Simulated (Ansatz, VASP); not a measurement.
# TiSi2: VASP beside Ansatz

File INCAR:

```
SYSTEM = TiSi2
PREC = Accurate ; ENCUT = 520
EDIFF = 1E-7 ; ISMEAR = 0
SIGMA = 0.15 ; LREAL = .FALSE.
LASPH = .TRUE. ; NELM = 100
ALGO = Normal ; ISIF = 2
LWAVE = .FALSE. ; LCHARG = .TRUE.
GGA = PE ; LELF = .TRUE.
LVHAR = .TRUE. ; NBANDS = 29
```

File KPOINTS:

```
regular mesh
0
G
  14 14 14
  0 0 0
```

The input POSCAR:

```
TiSi2
1.0
    0.0000000000      4.1351811263      4.2795976070
    2.4038689094      0.0000000000      4.2795976070
    2.4038689094      4.1351811263      0.0000000000
Ti Si
2 4
Direct
    0.7299915564      0.7700084436      0.7700084436
    0.4799915564      0.5200084436      0.5200084436
    0.0841736068      0.3764230625      0.0894753114
    0.4499280193      0.0894753114      0.3764230625
    0.1605246886      0.8000719807      0.1658263932
    0.8735769375      0.1658263932      0.8000719807
```

Input for Ansatz:

```yaml
crystal:
  lattice:
    - [0.0, 4.1351811263, 4.279597607]
    - [2.4038689094, 0.0, 4.279597607]
    - [2.4038689094, 4.1351811263, 0.0]
  atoms:
    - { symbol: Ti, position: [0.7299915564, 0.7700084436, 0.7700084436] }
    - { symbol: Ti, position: [0.4799915564, 0.5200084436, 0.5200084436] }
    - { symbol: Si, position: [0.0841736068, 0.3764230625, 0.0894753114] }
    - { symbol: Si, position: [0.4499280193, 0.0894753114, 0.3764230625] }
    - { symbol: Si, position: [0.1605246886, 0.8000719807, 0.1658263932] }
    - { symbol: Si, position: [0.8735769375, 0.1658263932, 0.8000719807] }
basis:
  ecutwfc: 420
kpoints:
  mp_grid: { grid: [14, 14, 14] }
hamiltonian:
  xc: pbe
scf:
  occupations: { method: gaussian, width: 0.15 }
output:
  forces: true
  stress: true
  eigenvalues: true
```

Change from the starting cell: mode 4 (183.3 1/cm) frozen in, largest displacement +0.188 Å.

Alike in both runs: task single point; functional PBE; k mesh 14 × 14 × 14; occupations gaussian, width 0.15 eV; no spin polarisation.

|  | VASP | Ansatz |
| --- | --- | --- |
| version | VASP 6.6.1 | Ansatz 0.2.0 |
| potentials or method | VASP PAW PBE potentials, release 64 (Ti_sv, Si), cutoff 520 eV | scalar-relativistic, plane waves, PAW |
| valence electrons in the cell | 40 | 40 |

|  | VASP | Ansatz | Ansatz less VASP |
| --- | --- | --- | --- |
| gap on the k mesh at the Fermi level (eV) | none | none | - |
| pressure (GPa) | 1.2 | 1.3 | +0.04 |
| traceless stress, the component that is largest in VASP (GPa) | 1.73 | 1.73 | 0.000 |
| rms of the force components (eV/Å) | 0.376 | 0.376 | -0.0002 |

Atom by atom the forces differ by 0.001 eV/Å (rms over components). A gap of «none» marks a metal or a gap that the smearing closes.
